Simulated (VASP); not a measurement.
Input of a VASP 6.6.1 run:

File POSCAR:

```
Ge
1.0
    4.7962424824      0.0000000000      0.0000000000
   -2.3981212412      4.1536678325      0.0000000000
    0.0000000000      0.0000000000      2.8255180246
Ge
3
Direct
    0.0000000000      0.0000000000      0.0000000000
    0.3333333333      0.6666666667      0.5000000000
    0.6666666667      0.3333333333      0.5000000000
```

Contents of INCAR.step1:

```
ALGO = Normal
EDIFF = 1E-4
ENCUT = 520
GGA = PE
ISMEAR = 0
LASPH = True
LCHARG = False
LREAL = False
LWAVE = True
NBANDS = 28
NELM = 100
PREC = Accurate
SIGMA = 0.1
```

File INCAR.step2:

```
ALGO = Normal
EDIFF = 1E-6
ENCUT = 520
ISIF = 2
ISMEAR = 0
ISTART = 1
LASPH = True
LCHARG = True
LELF = True
LMIXTAU = True
LREAL = False
LVHAR = True
LWAVE = False
METAGGA = R2SCAN
NBANDS = 28
NELM = 100
PREC = Accurate
SIGMA = 0.1
```

File KPOINTS:

```
k-points
0
Gamma
  6 6 8
```

Potentials or basis: VASP PAW PBE potentials, release 64 (Ge_d).

Launch:

```console
$ cat potpaw_PBE.64/Ge_d/POTCAR > POTCAR
$ cp INCAR.step1 INCAR
$ mpirun -np 1 vasp_std > vasp.out
$ cp INCAR.step2 INCAR
$ mpirun -np 1 vasp_std > vasp.out
```

(1) What does it give for the pressure?

(2) Estimate the band gap on the k mesh.

## Answers

(1) -0.1 GPa.

(2) zero (band 21 reaches 8.54 eV, above the bottom of band 22 at 3.40 eV).

Caveat: the PAW data sets were made with another functional, which shifts forces and pressure a little.
